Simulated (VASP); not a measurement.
# NiO (Fm-3m) in VASP: notebook

NiO is run at these levels: PBE+U; tasks: single point.

All numbers are computed with VASP 6.6.1; they aren't measurements. Logs are shortened: lines on timing, memory, paths and dates and some standing lists are left out, and cuts for length are marked.

### 1 The cell of the first run

The structure is cubic, space group Fm-3m (No. 225). The conventional cell has a = 4.267 Å, b = 4.267 Å, c = 4.267 Å, α = 90.00°, β = 90.00°, γ = 90.00°. Within 2.8 Å of Ni (site symmetry m-3m) lie 6 O at 2.13 Å. Within 2.8 Å of O (site symmetry m-3m) lie 6 Ni at 2.13 Å.

### 2 Single point, PBE+U, collinear spin, ferromagnetic start

The input, INCAR:

```
SYSTEM = NiO
PREC     = Accurate       ! precision mode
ENCUT    = 700            ! plane-wave cutoff, eV
EDIFF    = 1E-6           ! SCF threshold, eV
ISMEAR   = 0              ! smearing method
SIGMA    = 0.02           ! smearing width, eV
LREAL    = .False.        ! projectors in reciprocal space
LASPH    = .True.         ! aspherical terms in the spheres
NELM     = 200            ! most SCF steps
ALGO     = Normal         ! electronic algorithm
ISIF     = 2              ! what is computed and relaxed
LWAVE    = .False.        ! write WAVECAR
LCHARG   = .False.        ! write CHGCAR
ISPIN    = 2              ! spin polarisation
MAGMOM   = 1.91 0.21      ! initial moments
LORBIT   = 11             ! projections on sites
LMAXMIX  = 4              ! l up to which the mixer works
LDAU     = .True.         ! DFT+U
LDAUTYPE = 2            
LDAUL    = 2 -1           ! shell
LDAUU    = 6.2 0          ! U, eV
LDAUJ    = 0 0          
LDAUPRINT= 1            
GGA      = PE             ! functional
NBANDS   = 23             ! bands
GGA_COMPAT= .False.
```

The input, KPOINTS:

```
Automatic mesh
0
Gamma
  6 6 6
  0 0 0
```

The input, POSCAR:

```
NiO
1.0
    0.0000000000      2.1337376285      2.1337376285
    2.1337376285      0.0000000000      2.1337376285
    2.1337376285      2.1337376285      0.0000000000
Ni O
1 1
Direct
    0.0000000000      0.0000000000      0.0000000000
    0.5000000000      0.5000000000      0.5000000000
```

Potentials or basis: VASP PAW PBE potentials, release 64 (Ni_sv_GW, O).

Command:

```console
$ cat potpaw_PBE.64/Ni_sv_GW/POTCAR potpaw_PBE.64/O/POTCAR > POTCAR
$ mpirun -np 1 vasp_std > vasp.out
```

OUTCAR:

```text
SYSTEM = NiO
   PREC = Accurate
   ENCUT = 700
   EDIFF = 1E-6
   ISMEAR = 0
   LREAL = .False.
   LASPH = .True.
   NELM = 200
   ISIF = 2
   ISPIN = 2
   LORBIT = 11
   GGA = PE

 ion  position               nearest neighbor table
   1  0.000  0.000  0.000-   2 2.13   2 2.13   2 2.13   2 2.13   2 2.13   2 2.13
   2  0.500  0.500  0.500-   1 2.13   1 2.13   1 2.13   1 2.13   1 2.13   1 2.13

  LATTYP: Found a face centered cubic cell.
 ALAT       =     4.2674752570

  Lattice vectors:

 A1 = (   0.0000000000,   2.1337376285,   2.1337376285)
 A2 = (   2.1337376285,   0.0000000000,   2.1337376285)
 A3 = (   2.1337376285,   2.1337376285,   0.0000000000)

Analysis of symmetry for initial positions (statically):
=====================================================================
 Subroutine PRICEL returns:
 Original cell was already a primitive cell.

 Routine SETGRP: Setting up the symmetry group for a
 face centered cubic supercell.

 Subroutine GETGRP returns: Found 48 space group operations
 (whereof 48 operations were pure point group operations)
 out of a pool of 48 trial point group operations.

The static configuration has the point symmetry O_h .

Analysis of symmetry for dynamics (positions and initial velocities):
=====================================================================
 Subroutine PRICEL returns:
 Original cell was already a primitive cell.

 Routine SETGRP: Setting up the symmetry group for a
 face centered cubic supercell.

 Subroutine GETGRP returns: Found 48 space group operations
 (whereof 48 operations were pure point group operations)
 out of a pool of 48 trial point group operations.

The dynamic configuration has the point symmetry O_h .

Analysis of structural, dynamic, and magnetic symmetry:
=====================================================================
 Subroutine PRICEL returns:
 Original cell was already a primitive cell.

 Routine SETGRP: Setting up the symmetry group for a
 face centered cubic supercell.

 Subroutine GETGRP returns: Found 48 space group operations
 (whereof 48 operations were pure point group operations)
 out of a pool of 48 trial point group operations.

The overall configuration has the point symmetry O_h .

 Subroutine INISYM returns: Found 48 space group operations
 (whereof 48 operations are pure point group operations),
 and found     1 'primitive' translations

----------------------------------------------------------------------------------------

                                     Primitive cell

  volume of cell :      19.4291

  direct lattice vectors                    reciprocal lattice vectors
     0.000000000  2.133737629  2.133737629    -0.234330591  0.234330591  0.234330591
     2.133737629  0.000000000  2.133737629     0.234330591 -0.234330591  0.234330591
     2.133737629  2.133737629  0.000000000     0.234330591  0.234330591 -0.234330591

  length of vectors
     3.017560693  3.017560693  3.017560693     0.405872490  0.405872490  0.405872490

  position of ions in fractional coordinates (direct lattice)
     0.000000000  0.000000000  0.000000000
     0.500000000  0.500000000  0.500000000

  ion indices of the primitive-cell ions
   primitive index   ion index
                 1           1
                 2           2

----------------------------------------------------------------------------------------

 KPOINTS: Automatic mesh

Automatic generation of k-mesh.
 Grid dimensions read from file:
 generate k-points for:    6    6    6

 Generating k-lattice:

  Cartesian coordinates                     Fractional coordinates (reciprocal lattice)
    -0.039055099  0.039055099  0.039055099     0.166666667  0.000000000  0.000000000
     0.039055099 -0.039055099  0.039055099     0.000000000  0.166666667  0.000000000
     0.039055099  0.039055099 -0.039055099     0.000000000  0.000000000  0.166666667

  Length of vectors
     0.067645415  0.067645415  0.067645415
[... 31 lines left out ...]
   dimension x,y,z NGXF=    56 NGYF=   56 NGZF=   56
   ions per type =               1   1
   NGX,Y,Z   is equivalent  to a cutoff of  15.43, 15.43, 15.43 a.u.
   NGXF,Y,Z  is equivalent  to a cutoff of  30.85, 30.85, 30.85 a.u.
 SYSTEM =  NiO
   PREC   = accura    normal or accurate (medium, high low for compatibility)
   ISTART =      0    job   : 0-new  1-cont  2-samecut
   ICHARG =      2    charge: 1-file 2-atom 10-const
   ISPIN  =      2    spin polarized calculation?
   LNONCOLLINEAR =      F non collinear calculations
   LSORBIT =      F    spin-orbit coupling
   LASPH  =      T    aspherical Exc in radial PAW
   ENCUT  =  700.0 eV  51.45 Ry    7.17 a.u.   6.51  6.51  6.51*2*pi/ulx,y,z
   NELM   =    200;   NELMIN=  2; NELMDL= -5     # of ELM steps
   EDIFF  = 0.1E-05   stopping-criterion for ELM
   LREAL  =      F    real-space projection
   EDIFFG = 0.1E-04   stopping-criterion for IOM
   NSW    =      0    number of steps for IOM
   IBRION =     -1    ionic relax: 0-MD 1-quasi-New 2-CG
   NFREE  =      0    steps in history (QN), initial steepest desc. (CG)
   ISIF   =      2    stress and relaxation
   ISYM   =      2    0-nonsym 1-usesym 2-fastsym
   POTIM  = 0.5000    time-step for ionic-motion
   TEBEG  =    0.0;   TEEND  =   0.0 temperature during run
   PSTRESS=    0.0 pullay stress
   NELECT =      24.0000    total number of electrons
   NUPDOWN=      -1.0000    fix difference up-down
   EMIN   =  10.00;   EMAX   =-10.00  energy-range for DOS
   EFERMI =   0.00;   METHOD = LEGACY
   ISMEAR =     0;   SIGMA  =   0.02  broadening in eV -4-tet -1-fermi 0-gaus
   EFERMI_NEDOS =   21; number of points for ismear=-14 and -15
   IALGO  =     38    algorithm
   IMIX   =      4    mixing-type and parameters
     AMIX     =   0.40;   BMIX     =  1.00
     AMIX_MAG =   1.60;   BMIX_MAG =  1.00
  volume/ion in A,a.u.               =       9.71        65.56
  Fermi-wavevector in a.u.,A,eV,Ry     =   1.756552  3.319401 41.980413  3.085473
  Thomas-Fermi vector in A             =   2.826079
   LORBIT       =     11    0 simple, 1 ext, 2 COOP (PROOUT), +10 PAW based schemes
 LDA+U is selected, type is set to LDAUTYPE =  2
   angular momentum for each species LDAUL =     2   -1
   U (eV)           for each species LDAUU =   6.2  0.0
   J (eV)           for each species LDAUJ =   0.0  0.0
   GGA     = PE    functional components
   LHFCALC =     F    Hartree Fock is set to
   AEXX    =    0.0000 exact exchange contribution
   IVDW    =     0    specifies the selected vdW correction
   LEPSILON=     F    determine dielectric tensor
   LRPA    =     F    only Hartree local field effects (RPA)
 spin polarized calculation
 Gauss-broadening in eV      SIGMA  =   0.02
  energy-cutoff  :      700.00
  volume of cell :       19.43
 maximum number of plane-waves:       869
 NGX is ok and might be reduce to    28
   NGX = 13   NGY = 13   NGZ = 13

atom =   1  type =  1  l = 2

 onsite density matrix

spin component  1

  0.9390 -0.0000 -0.0000 -0.0000 -0.0000
 -0.0000  0.9390 -0.0000 -0.0000 -0.0000
 -0.0000 -0.0000  0.9671  0.0000 -0.0000
 -0.0000 -0.0000  0.0000  0.9390  0.0000
 -0.0000 -0.0000 -0.0000  0.0000  0.9671

spin component  2

  0.9319  0.0000  0.0000 -0.0000 -0.0000
  0.0000  0.9319  0.0000 -0.0000 -0.0000
  0.0000  0.0000  0.0887  0.0000 -0.0000
 -0.0000 -0.0000  0.0000  0.9319  0.0000
 -0.0000 -0.0000 -0.0000  0.0000  0.0887

 occupancies and eigenvectors

  o =  0.0887  v =  0.0000  0.0000  0.0000  0.0000  0.0000  0.0000  0.0000 -0.9993 -0.0000  0.0384      0.0000  0.0000  0.0000  0.0000  0.0000  0.0000  0.0000  0.0000  0.0000  0.0000
  o =  0.0887  v =  0.0000  0.0000  0.0000  0.0000  0.0000  0.0000 -0.0000 -0.0384  0.0000 -0.9993      0.0000  0.0000  0.0000  0.0000  0.0000  0.0000  0.0000  0.0000  0.0000  0.0000
  o =  0.9319  v =  0.0000  0.0000  0.0000  0.0000  0.0000  1.0000  0.0000  0.0000  0.0000  0.0000      0.0000  0.0000  0.0000  0.0000  0.0000  0.0000  0.0000  0.0000  0.0000  0.0000
  o =  0.9319  v =  0.0000  0.0000  0.0000  0.0000  0.0000  0.0000 -0.4916 -0.0000 -0.8708 -0.0000      0.0000  0.0000  0.0000  0.0000  0.0000  0.0000  0.0000  0.0000  0.0000  0.0000
  o =  0.9319  v =  0.0000  0.0000  0.0000  0.0000  0.0000  0.0000 -0.8708 -0.0000  0.4916 -0.0000      0.0000  0.0000  0.0000  0.0000  0.0000  0.0000  0.0000  0.0000  0.0000  0.0000
  o =  0.9390  v =  0.0000 -0.1833  0.0000 -0.9830 -0.0000  0.0000  0.0000  0.0000  0.0000  0.0000      0.0000  0.0000  0.0000  0.0000  0.0000  0.0000  0.0000  0.0000  0.0000  0.0000
  o =  0.9390  v =  1.0000  0.0000  0.0000  0.0000  0.0000  0.0000  0.0000  0.0000  0.0000  0.0000      0.0000  0.0000  0.0000  0.0000  0.0000  0.0000  0.0000  0.0000  0.0000  0.0000
  o =  0.9390  v =  0.0000  0.9830  0.0000 -0.1833  0.0000  0.0000  0.0000  0.0000  0.0000  0.0000      0.0000  0.0000  0.0000  0.0000  0.0000  0.0000  0.0000  0.0000  0.0000  0.0000
  o =  0.9671  v =  0.0000  0.0000  0.4119  0.0000 -0.9112  0.0000  0.0000  0.0000  0.0000  0.0000      0.0000  0.0000  0.0000  0.0000  0.0000  0.0000  0.0000  0.0000  0.0000  0.0000
  o =  0.9671  v =  0.0000 -0.0000  0.9112  0.0000  0.4119  0.0000  0.0000  0.0000  0.0000  0.0000      0.0000  0.0000  0.0000  0.0000  0.0000  0.0000  0.0000  0.0000  0.0000  0.0000

 number of electron      23.9999994 magnetization       2.0000206

 Free energy of the ion-electron system (eV)
  ---------------------------------------------------
  ext. energy  EPLUGINS =         0.00000000
  ---------------------------------------------------
  free energy    TOTEN  =       -10.25836064 eV

  energy without entropy =      -10.25836064  energy(sigma->0) =      -10.25836064

 E-fermi :   5.8125     XC(G=0): -12.6173

 val. band max:        5.4256642356   @ k =   0.5000   0.0000   0.0000
 cond. band min:       7.4291681495   @ k =   0.0000   0.0000   0.0000
 fundamental gap:      2.0035039139
 Fermi energy:         5.8124846941

 spin component 1

 k-point     1 :       0.0000    0.0000    0.0000
  band No.  band energies     occupation
      1     -98.5917      1.00000
      2     -58.9664      1.00000
      3     -58.9664      1.00000
      4     -58.9664      1.00000
      5     -13.1799      1.00000
      6      -0.1163      1.00000
[... 405 lines left out ...]
     22      38.0231      0.00000
     23      40.1654      0.00000
 Fermi energy:         5.8124846941

 spin component 2

 k-point     1 :       0.0000    0.0000    0.0000
  band No.  band energies     occupation
      1     -96.3043      1.00000
      2     -56.7319      1.00000
      3     -56.7319      1.00000
      4     -56.7318      1.00000
      5     -12.8976      1.00000
      6       1.9678      1.00000
[... 405 lines left out ...]
     22      38.0615      0.00000
     23      40.5675      0.00000

------------------------ aborting loop because EDIFF is reached ----------------------------------------

  FORCE on cell =-STRESS in cart. coord.  units (eV):
  Direction    XX          YY          ZZ          XY          YZ          ZX
  --------------------------------------------------------------------------------------
  -------------------------------------------------------------------------------------
  Total       -0.2780900     -0.2780900     -0.2780900      0.0000000      0.0000000     -0.0000000
  in kB      -22.9320482    -22.9320482    -22.9320482      0.0000000      0.0000000     -0.0000000
  external PRESSURE =     -22.9320482 kB  Pullay stress =       0.0000000 kB

 VOLUME and BASIS-vectors are now :
 -----------------------------------------------------------------------------
  energy-cutoff  :      700.00
  volume of cell :       19.43
      direct lattice vectors                 reciprocal lattice vectors
     0.000000000  2.133737629  2.133737629    -0.234330591  0.234330591  0.234330591
     2.133737629  0.000000000  2.133737629     0.234330591 -0.234330591  0.234330591
     2.133737629  2.133737629  0.000000000     0.234330591  0.234330591 -0.234330591

 POSITION                                       TOTAL-FORCE (eV/Angst)
 -----------------------------------------------------------------------------------
      0.00000      0.00000      0.00000         0.000000     -0.000000     -0.000000
      2.13374      2.13374      2.13374        -0.000000      0.000000      0.000000
 -----------------------------------------------------------------------------------
    total drift:                                0.000000      0.000000      0.000000

  FREE ENERGIE OF THE ION-ELECTRON SYSTEM (eV)
  ---------------------------------------------------
  free  energy   TOTEN  =       -10.2583606419 eV

  energy  without entropy=      -10.2583606419  energy(sigma->0) =      -10.25836064

 total charge

# of ion       s       p       d       f       tot
--------------------------------------------------
    1        2.155   6.203   7.699   0.008  16.065
    2        1.544   3.466   0.000   0.000   5.010
--------------------------------------------------
tot          3.699   9.668   7.699   0.008  21.074

 magnetization (x)

# of ion       s       p       d       f       tot
--------------------------------------------------
    1        0.010   0.012   1.775   0.001   1.797
    2        0.020   0.143   0.000   0.000   0.164
--------------------------------------------------
tot          0.030   0.155   1.775   0.001   1.961
```

It took 68 s on 1 thread of AMD EPYC 7R43 (Zen 3), shared host; peak memory 0.16 GiB.

Results:

* Free energy: -10.2584 eV
* Pressure: -2.3 GPa
* Band gap on the k mesh: 2.00 eV (least direct gap 3.17 eV)
* Net moment: 2.00 μB per cell
* Site moments: Ni +1.80; O +0.16 μB
* Valence electrons inside the program's atomic spheres: Ni 16.07; O 5.01

Levels at points of the mesh, in eV from the valence-band top:
Spin up:
| k point | band 10 | band 11 | band 12 | band 13 | band 14 | band 15 | band 16 | band 17 |
| --- | --- | --- | --- | --- | --- | --- | --- | --- |
| (0.00, 0.00, 0.00) | -4.50 | -1.48 | -1.48 | -1.48 | 2.00 | 18.27 | 18.49 | 18.49 |
| (0.50, 0.00, 0.00) | -4.06 | -2.92 | 0.00 | 0.00 | 6.20 | 10.29 | 14.23 | 14.23 |
| (0.50, 0.50, 0.00) | -3.78 | -3.78 | -2.77 | -2.77 | 6.30 | 11.16 | 11.96 | 16.68 |
Spin down:
| k point | band 7 | band 8 | band 9 | band 10 | band 11 | band 12 | band 13 | band 14 | band 15 | band 16 |
| --- | --- | --- | --- | --- | --- | --- | --- | --- | --- | --- |
| (0.00, 0.00, 0.00) | -3.46 | -3.46 | -1.17 | -1.17 | -1.17 | 2.35 | 2.85 | 2.85 | 18.22 | 18.71 |
| (0.50, 0.00, 0.00) | -3.64 | -3.64 | -1.98 | -1.87 | -1.87 | 5.02 | 5.02 | 6.38 | 10.75 | 14.59 |
| (0.50, 0.50, 0.00) | -4.11 | -2.65 | -2.65 | -2.48 | -2.48 | 3.31 | 3.66 | 6.92 | 11.43 | 12.21 |

Eigenvalues of the final occupation matrices:
```tsv
site	spin	trace	eigenvalues
site 1 d	1	4.75	0.94 0.94 0.94 0.97 0.97
site 1 d	2	2.97	0.09 0.09 0.93 0.93 0.93
```

Caveat: the k points lie up to 0.43 Å⁻¹ apart; a cell with one magnetic atom can't hold antiferromagnetic order, which such compounds often take. A k mesh can miss the band edges.

### 3 Single point, PBE+U, collinear spin, ferromagnetic start

The input, INCAR:

```
  PREC = Accurate
  ENCUT = 700
  EDIFF = 1E-6
  ISMEAR = 0
  SIGMA = 0.1
  LREAL = False
  LASPH = True
  NELM = 200
  ALGO = Normal
  ISIF = 2
  LWAVE = False
  LCHARG = True
  ISPIN = 2
  MAGMOM = 1.89 0.22
  LORBIT = 11
  LMAXMIX = 4
  LDAU = True
  LDAUTYPE = 2
  LDAUL = 2 -1
  LDAUU = 6.2 0
  LDAUJ = 0 0
  LDAUPRINT = 1
  GGA = PE
  LELF = True
  LVHAR = True
  NBANDS = 23
  GGA_COMPAT = False
```

The input, KPOINTS:

```
regular mesh
0
Gamma
  8 8 8
```

The input, POSCAR:

```
NiO
1.0
    0.0000000000      2.1337376274      2.1337376274
    2.1337376274      0.0000000000      2.1337376274
    2.1337376274      2.1337376274      0.0000000000
Ni O
1 1
Direct
    0.0000000000      0.0000000000      0.0000000000
    0.5000000000      0.5000000000      0.5000000000
```

Potentials or basis: VASP PAW PBE potentials, release 64 (Ni_sv_GW, O).

Command:

```console
$ cat potpaw_PBE.64/Ni_sv_GW/POTCAR potpaw_PBE.64/O/POTCAR > POTCAR
$ mpirun -np 1 vasp_std > vasp.out
```

Wall time 52 s (1 thread of AMD EPYC 7R13 (Zen 3), shared host); peak memory 0.17 GiB.

The run converged. Its results:

```
Free energy                                           : -10.2588 eV
Pressure                                              : -2.3 GPa
Band gap on the k mesh                                : 2.00 eV (least direct gap 3.17 eV)
Net moment                                            : 2.00 μB per cell
Site moments                                          : Ni +1.80; O +0.16 μB
Valence electrons inside the program's atomic spheres : Ni 16.07; O 5.01
```

Levels at points of the mesh, in eV from the valence-band top:
Spin up:
| k point | band 10 | band 11 | band 12 | band 13 | band 14 | band 15 | band 16 | band 17 |
| --- | --- | --- | --- | --- | --- | --- | --- | --- |
| (0.00, 0.00, 0.00) | -4.50 | -1.48 | -1.48 | -1.48 | 2.00 | 18.27 | 18.49 | 18.49 |
| (0.50, 0.00, 0.00) | -4.06 | -2.92 | 0.00 | 0.00 | 6.20 | 10.29 | 14.23 | 14.23 |
| (0.50, 0.50, 0.00) | -3.78 | -3.78 | -2.77 | -2.77 | 6.30 | 11.16 | 11.96 | 16.68 |
Spin down:
```tsv
k point	band 7	band 8	band 9	band 10	band 11	band 12	band 13	band 14	band 15	band 16
(0.00, 0.00, 0.00)	-3.46	-3.46	-1.17	-1.17	-1.17	2.35	2.85	2.85	18.22	18.71
(0.50, 0.00, 0.00)	-3.64	-3.64	-1.98	-1.87	-1.87	5.02	5.02	6.38	10.75	14.59
(0.50, 0.50, 0.00)	-4.11	-2.65	-2.65	-2.48	-2.48	3.31	3.66	6.92	11.43	12.21
```

Eigenvalues of the final occupation matrices:
```
    site  spin  trace               eigenvalues
site 1 d     1   4.75  0.94 0.94 0.94 0.97 0.97
site 1 d     2   2.97  0.09 0.09 0.93 0.93 0.93
```

Caveat: a cell with one magnetic atom can't hold antiferromagnetic order, which such compounds often take. A k mesh can miss the band edges.
